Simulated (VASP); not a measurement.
# C (P6_3/mmc) in VASP: notebook

The runs below take C through G0W0 quasiparticle levels, with PBE.

Everything below comes from runs of VASP 6.6.1. Logs are shortened: lines on timing, memory, paths and dates and some standing lists are left out, and cuts for length are marked.

**1. The cell of the first run**

The structure is hexagonal, space group P6_3/mmc (No. 194). Conventional cell: a = 2.503 Å, b = 2.503 Å, c = 4.169 Å, α = 90.00°, β = 90.00°, γ = 120.00°. C (site symmetry 3m) has 4 C at 1.54 to 1.56 Å within 2.0 Å.

**2. G0W0 quasiparticle levels, PBE**

File POSCAR:

```
C
1.0
    2.5031953733      0.0000000000      0.0000000000
   -1.2515976866      2.1678307839      0.0000000000
    0.0000000000      0.0000000000      4.1688692751
C
4
Direct
    0.3333333333      0.6666666667      0.0002313174
    0.6666666667      0.3333333333      0.5002313174
    0.3333333333      0.6666666667      0.3747686826
    0.6666666667      0.3333333333      0.8747686826
```

File INCAR.step1:

```
PREC     = Accurate       # precision mode
ENCUT    = 500            # plane-wave cutoff, eV
EDIFF    = 1E-8           # SCF threshold, eV
ISMEAR   = 0              # smearing method
SIGMA    = 0.01           # smearing width, eV
LREAL    = False          # projectors in reciprocal space
LASPH    = True           # aspherical terms in the spheres
NELM     = 100            # most SCF steps
ALGO     = Normal         # electronic algorithm
LWAVE    = True           # write WAVECAR
LCHARG   = False          # write CHGCAR
GGA      = PE             # functional
```

File INCAR.step2:

```
PREC     = Accurate       # precision mode
ENCUT    = 500            # plane-wave cutoff, eV
EDIFF    = 1E-8           # SCF threshold, eV
ISMEAR   = 0              # smearing method
SIGMA    = 0.01           # smearing width, eV
LREAL    = False          # projectors in reciprocal space
LASPH    = True           # aspherical terms in the spheres
NELM     = 1              # most SCF steps
ALGO     = Exact          # electronic algorithm
LWAVE    = True           # write WAVECAR
LCHARG   = False          # write CHGCAR
GGA      = PE             # functional
NBANDS   = 93             # bands
LOPTICS  = True           # frequency-dependent dielectric function
ISTART   = 1
```

File INCAR.step3:

```
PREC     = Accurate       # precision mode
ENCUT    = 500            # plane-wave cutoff, eV
EDIFF    = 1E-8           # SCF threshold, eV
ISMEAR   = 0              # smearing method
SIGMA    = 0.01           # smearing width, eV
LREAL    = False          # projectors in reciprocal space
LASPH    = True           # aspherical terms in the spheres
ALGO     = EVGW0          # electronic algorithm
LWAVE    = False          # write WAVECAR
LCHARG   = False          # write CHGCAR
GGA      = PE             # functional
NELMGW   = 1            
NBANDS   = 93             # bands
ENCUTGW  = 140.0          # cutoff of the response function
NOMEGA   = 48             # frequency points
PRECFOCK = Fast         
ISTART   = 1            
NBANDSGW = 16
```

File KPOINTS:

```
regular mesh
0
Gamma
  6 6 4
```

Potentials or basis: VASP PAW PBE potentials, release 64 (C_GW).

The run is started by

```bash
$ cat potpaw_PBE.64/C_GW/POTCAR > POTCAR
$ cp INCAR.step1 INCAR
$ mpirun -np 1 vasp_std > vasp.out
$ cp INCAR.step2 INCAR
$ mpirun -np 1 vasp_std > vasp.out
$ cp INCAR.step3 INCAR
$ mpirun -np 1 vasp_std > vasp.out
```

OUTCAR:

```text
PREC = Accurate
   ENCUT = 500
   EDIFF = 1E-8
   ISMEAR = 0
   LREAL = False
   LASPH = True
   GGA = PE
   NELMGW = 1
   ENCUTGW = 140.0
   PRECFOCK = Fast
   ISTART = 1

 ion  position               nearest neighbor table
   1  0.333  0.667  0.000-   4 1.54   4 1.54   4 1.54   3 1.56
   2  0.667  0.333  0.500-   3 1.54   3 1.54   3 1.54   4 1.56
   3  0.333  0.667  0.375-   2 1.54   2 1.54   2 1.54   1 1.56
   4  0.667  0.333  0.875-   1 1.54   1 1.54   1 1.54   2 1.56

  LATTYP: Found a hexagonal cell.
 ALAT       =     2.5031953733
 C/A-ratio  =     1.6654190558

  Lattice vectors:

 A1 = (   2.5031953733,   0.0000000000,   0.0000000000)
 A2 = (  -1.2515976866,   2.1678307839,   0.0000000000)
 A3 = (   0.0000000000,   0.0000000000,   4.1688692751)

Analysis of symmetry for initial positions (statically):
=====================================================================
 Subroutine PRICEL returns:
 Original cell was already a primitive cell.

 Routine SETGRP: Setting up the symmetry group for a
 hexagonal supercell.

 Subroutine GETGRP returns: Found 24 space group operations
 (whereof  6 operations were pure point group operations)
 out of a pool of 24 trial point group operations.

The static configuration has the point symmetry C_3v.
 The point group associated with its full space group is D_6h.

Analysis of symmetry for dynamics (positions and initial velocities):
=====================================================================
 Subroutine PRICEL returns:
 Original cell was already a primitive cell.

 Routine SETGRP: Setting up the symmetry group for a
 hexagonal supercell.

 Subroutine GETGRP returns: Found 24 space group operations
 (whereof  6 operations were pure point group operations)
 out of a pool of 24 trial point group operations.

The dynamic configuration has the point symmetry C_3v.
 The point group associated with its full space group is D_6h.

 Subroutine INISYM returns: Found 24 space group operations
 (whereof  6 operations are pure point group operations),
 and found     1 'primitive' translations

----------------------------------------------------------------------------------------

                                     Primitive cell

  volume of cell :      22.6224

  direct lattice vectors                    reciprocal lattice vectors
     2.503195373  0.000000000  0.000000000     0.399489393  0.230645309  0.000000000
    -1.251597687  2.167830784  0.000000000     0.000000000  0.461290617  0.000000000
     0.000000000  0.000000000  4.168869275     0.000000000  0.000000000  0.239873197

  length of vectors
     2.503195373  2.503195373  4.168869275     0.461290617  0.461290617  0.239873197

  position of ions in fractional coordinates (direct lattice)
     0.333333333  0.666666667  0.000231317
     0.666666667  0.333333333  0.500231317
     0.333333333  0.666666667  0.374768683
     0.666666667  0.333333333  0.874768683

  ion indices of the primitive-cell ions
   primitive index   ion index
                 1           1
                 2           2
                 3           3
                 4           4

----------------------------------------------------------------------------------------

 KPOINTS: regular mesh

Automatic generation of k-mesh.
 Grid dimensions read from file:
 generate k-points for:    6    6    4

 Generating k-lattice:

  Cartesian coordinates                     Fractional coordinates (reciprocal lattice)
     0.066581565  0.038440885  0.000000000     0.166666667  0.000000000  0.000000000
     0.000000000  0.076881770  0.000000000     0.000000000  0.166666667  0.000000000
     0.000000000  0.000000000  0.059968299     0.000000000  0.000000000  0.250000000

  Length of vectors
     0.076881770  0.076881770  0.059968299

  Shift w.r.t. Gamma in fractional coordinates (k-lattice)
     0.000000000  0.000000000  0.000000000

 Subroutine IBZKPT returns following result:
 ===========================================

 Found     21 irreducible k-points:

 Following reciprocal coordinates:
            Coordinates               Weight
  0.000000  0.000000  0.000000      1.000000
  0.166667 -0.000000  0.000000      6.000000
  0.333333  0.000000  0.000000      6.000000
  0.500000 -0.000000  0.000000      3.000000
  0.166667  0.166667  0.000000      6.000000
  0.333333  0.166667  0.000000     12.000000
[... 13 lines left out ...]
  0.333333  0.166667  0.500000     12.000000
  0.333333  0.333333  0.500000      2.000000
   k-points           NKPTS =     21   k-points in BZ     NKDIM =    144   number of bands    NBANDS=     93
   number of dos      NEDOS =    301   number of ions     NIONS =      4
   total plane-waves  NPLWV =   9720
   dimension x,y,z NGX =    18 NGY =   18 NGZ =   30
   dimension x,y,z NGXF=    36 NGYF=   36 NGZF=   60
   ions per type =               4
   NGX,Y,Z   is equivalent  to a cutoff of  11.95, 11.95, 11.96 a.u.
   NGXF,Y,Z  is equivalent  to a cutoff of  23.91, 23.91, 23.93 a.u.
 SYSTEM =  unknown system
   PREC   = accura    normal or accurate (medium, high low for compatibility)
   ISTART =      1    job   : 0-new  1-cont  2-samecut
   ICHARG =      0    charge: 1-file 2-atom 10-const
   ISPIN  =      1    spin polarized calculation?
   LNONCOLLINEAR =      F non collinear calculations
   LSORBIT =      F    spin-orbit coupling
   LASPH  =      T    aspherical Exc in radial PAW
   ENCUT  =  500.0 eV  36.75 Ry    6.06 a.u.   4.56  4.56  7.60*2*pi/ulx,y,z
   NELM   =     60;   NELMIN=  2; NELMDL=  0     # of ELM steps
   EDIFF  = 0.1E-07   stopping-criterion for ELM
   LREAL  =      F    real-space projection
   EDIFFG = 0.1E-06   stopping-criterion for IOM
   NSW    =      0    number of steps for IOM
   IBRION =     -1    ionic relax: 0-MD 1-quasi-New 2-CG
   NFREE  =      0    steps in history (QN), initial steepest desc. (CG)
   ISIF   =      0    stress and relaxation
   ISYM   =      3    0-nonsym 1-usesym 2-fastsym
   POTIM  = 0.5000    time-step for ionic-motion
   TEBEG  =    0.0;   TEEND  =   0.0 temperature during run
   PSTRESS=    0.0 pullay stress
   NELECT =      16.0000    total number of electrons
   NUPDOWN=      -1.0000    fix difference up-down
   EMIN   =  10.00;   EMAX   =-10.00  energy-range for DOS
   EFERMI =   0.00;   METHOD = LEGACY
   ISMEAR =     0;   SIGMA  =   0.01  broadening in eV -4-tet -1-fermi 0-gaus
   EFERMI_NEDOS =   21; number of points for ismear=-14 and -15
   IALGO  =     38    algorithm
   IMIX   =      4    mixing-type and parameters
     AMIX     =   0.40;   BMIX     =  1.00
     AMIX_MAG =   1.60;   BMIX_MAG =  1.00
  volume/ion in A,a.u.               =       5.66        38.17
  Fermi-wavevector in a.u.,A,eV,Ry     =   1.458597  2.756349 28.946471  2.127506
  Thomas-Fermi vector in A             =   2.575263
   LORBIT       =      0    0 simple, 1 ext, 2 COOP (PROOUT), +10 PAW based schemes
   GGA     = PE    functional components
   LHFCALC =     T    Hartree Fock is set to
   PRECFOCK=fast      Normal, Fast or Accurate (Low or Medium for compatibility)
   ENCUT4O =  -1.0   cutoff for four orbital integrals eV
   NKREDX  =     1    reduce k-point grid by
   NKREDY  =     1    reduce k-point grid by
   NKREDZ  =     1    reduce k-point grid by
   AEXX    =    1.0000 exact exchange contribution
   HFSCREEN=    0.0000 screening length (either q_TF or 0.3 A-1)
   HFSCREENC=   0.0000 screening length for correlation (either q_TF or 0.3 A-1)
   ENCUTFOCK=  -1.0 apply spherical cutoff to Coloumb kernel
   IVDW    =     0    specifies the selected vdW correction
   LEPSILON=     F    determine dielectric tensor
   LRPA    =     F    only Hartree local field effects (RPA)
   LRPAFORCE           =     F    calculate RPA forces
   ENCUTGW             = 140.0    cutoff for response function in eV
   ENCUTGWSOFT         = 112.0    soft cutoff for Coulomb kernel in GW response function in eV
   ENCUTLF             =  -1.0    cutoff for local field effects
   NELMGW              =     1    number of iterations in solving QP/BSE equation
   NELMHF              =     1    number of iterations in the inner HF iteration
   NKREDLFX            =     1    NKREDLFY  =   1   NKREDLFZ  =   1
 non-spin polarized calculation
 Gauss-broadening in eV      SIGMA  =   0.01
  energy-cutoff  :      500.00
  volume of cell :       22.62
 maximum number of plane-waves:       592
  NGX = 12; NGY = 12; NGZ = 20
   NGX =  9   NGY =  9   NGZ = 15
 maximum number of plane-waves:        99
 NGX is ok and might be reduce to    10

 QP shifts <psi_nk| G(iteration)W_0 |psi_nk>: iteration 1
 for sc-GW calculations column KS-energies equals QP-energies in previous step
 and V_xc(KS)=  KS-energies - (<T + V_ion + V_H > + <T+V_H+V_ion>^1  + <V_x>^1)

 k-point   1 :       0.0000    0.0000    0.0000
  band No.  KS-energies  QP-energies   sigma(KS)   V_xc(KS)     V^pw_x(r,r')   Z            occupation Imag(sigma)

      1     -11.7312     -13.3176     -16.8863     -14.7967     -25.4599       0.7592       2.0000       1.4985
      2      -6.1525      -7.5419     -17.4956     -15.6621     -24.7082       0.7578       2.0000       0.8004
      3      -3.6249      -4.8228     -16.0859     -14.5059     -21.9003       0.7582       2.0000       0.4903
      4       7.0073       6.3155     -17.2721     -16.4250     -19.8978       0.8167       2.0000       0.1012
      5       7.0073       6.3155     -17.2721     -16.4250     -19.8978       0.8167       2.0000       0.1012
      6       9.6140       9.1582     -17.2271     -16.6758     -18.9387       0.8269       2.0000       0.0713
[... 8 lines left out ...]
     15      24.2385      25.4752     -15.4379     -17.0545      -8.0953       0.7650       0.0000      -0.3034
     16      27.8217      29.3987     -14.4988     -16.5697      -6.0899       0.7615       0.0000      -0.5152

 k-point   2 :       0.1667   -0.0000    0.0000
  band No.  KS-energies  QP-energies   sigma(KS)   V_xc(KS)     V^pw_x(r,r')   Z            occupation Imag(sigma)

      1     -11.0414     -12.5875     -16.8857     -14.8455     -25.2866       0.7578       2.0000       1.4032
      2      -5.5310      -6.8992     -17.5033     -15.6982     -24.5133       0.7580       2.0000       0.7226
      3      -2.9908      -4.1841     -16.1989     -14.6299     -21.8190       0.7606       2.0000       0.4367
      4       4.1334       3.2115     -17.0300     -15.8809     -20.4205       0.8023       2.0000       0.1411
      5       5.8390       5.0691     -17.0911     -16.1430     -19.9933       0.8121       2.0000       0.1136
      6       7.6453       6.9793     -17.4002     -16.5853     -19.9275       0.8173       2.0000       0.0976
[... 8 lines left out ...]
     15      25.0760      26.4256     -15.3194     -17.0852      -7.7685       0.7643       0.0000      -0.3436
     16      25.3356      25.9950     -11.3182     -12.1119      -5.4409       0.8309       0.0000      -0.2294

 k-point   3 :       0.3333    0.0000    0.0000
  band No.  KS-energies  QP-energies   sigma(KS)   V_xc(KS)     V^pw_x(r,r')   Z            occupation Imag(sigma)

      1      -9.0153     -10.4734     -16.9366     -15.0152     -24.8001       0.7589       2.0000       1.1335
      2      -3.6968      -5.0016     -17.5493     -15.8222     -23.9524       0.7555       2.0000       0.5277
      3      -1.7481      -2.9671     -17.0783     -15.4797     -22.6187       0.7626       2.0000       0.3709
      4      -0.1848      -1.2934     -16.1632     -14.7410     -20.6657       0.7795       2.0000       0.2545
      5       3.4056       2.3893     -17.4420     -16.1641     -21.3427       0.7953       2.0000       0.1669
      6       4.2374       3.3552     -16.9924     -15.8944     -20.3658       0.8034       2.0000       0.1366
[... 334 lines left out ...]
      1      -5.5344      -6.8688     -17.1562     -15.3926     -24.0400       0.7567       2.0000       0.7155
      2      -5.5344      -6.8688     -17.1562     -15.3926     -24.0400       0.7567       2.0000       0.7155
      3      -1.3593      -2.5641     -17.0356     -15.4625     -22.3921       0.7658       2.0000       0.3400
      4      -1.3593      -2.5641     -17.0356     -15.4625     -22.3921       0.7658       2.0000       0.3400
      5       2.8954       1.9126     -16.6364     -15.4029     -20.3020       0.7968       2.0000       0.1615
      6       2.8954       1.9126     -16.6364     -15.4029     -20.3020       0.7968       2.0000       0.1615
[... 8 lines left out ...]
     15      25.2302      26.7184     -14.3236     -16.2456      -6.8426       0.7743       0.0000      -0.3357
     16      25.2302      26.7184     -14.3236     -16.2456      -6.8426       0.7743       0.0000      -0.3357

 k-point  21 :       0.3333    0.3333    0.5000
  band No.  KS-energies  QP-energies   sigma(KS)   V_xc(KS)     V^pw_x(r,r')   Z            occupation Imag(sigma)

      1      -3.5181      -4.8213     -17.6403     -15.9171     -24.0459       0.7563       2.0000       0.5357
      2      -3.5181      -4.8213     -17.6403     -15.9171     -24.0459       0.7563       2.0000       0.5357
      3      -2.4276      -3.6549     -17.0579     -15.4433     -22.7864       0.7602       2.0000       0.4052
      4      -2.4276      -3.6549     -17.0579     -15.4433     -22.7864       0.7602       2.0000       0.4052
      5       0.5422      -0.5454     -16.0013     -14.6159     -20.2070       0.7850       2.0000       0.2203
      6       0.5422      -0.5454     -16.0013     -14.6159     -20.2070       0.7850       2.0000       0.2203
[... 8 lines left out ...]
     15      25.4932      27.0473     -14.7215     -16.7478      -7.0374       0.7670       0.0000      -0.3576
     16      25.4932      27.0473     -14.7215     -16.7478      -7.0374       0.7670       0.0000      -0.3576
```

Wall time 7.2 min (1 thread of Intel Xeon 8259CL, shared host); peak memory 0.33 GiB.

What came out:

| Quantity | Value |
| --- | --- |
| Quasiparticle gap | 4.36 eV |
| Least direct quasiparticle gap | 6.59 eV |
| Band gap of the starting levels on the mesh | 3.31 eV |
| Least direct gap of the starting levels on the mesh | 4.99 eV |

Caveat: the k points lie up to 0.48 Å⁻¹ apart; bands, screening cutoff and mesh are small and nothing is extrapolated, so the quasiparticle values aren't converged.

(Part 1 of 2 ends here.)
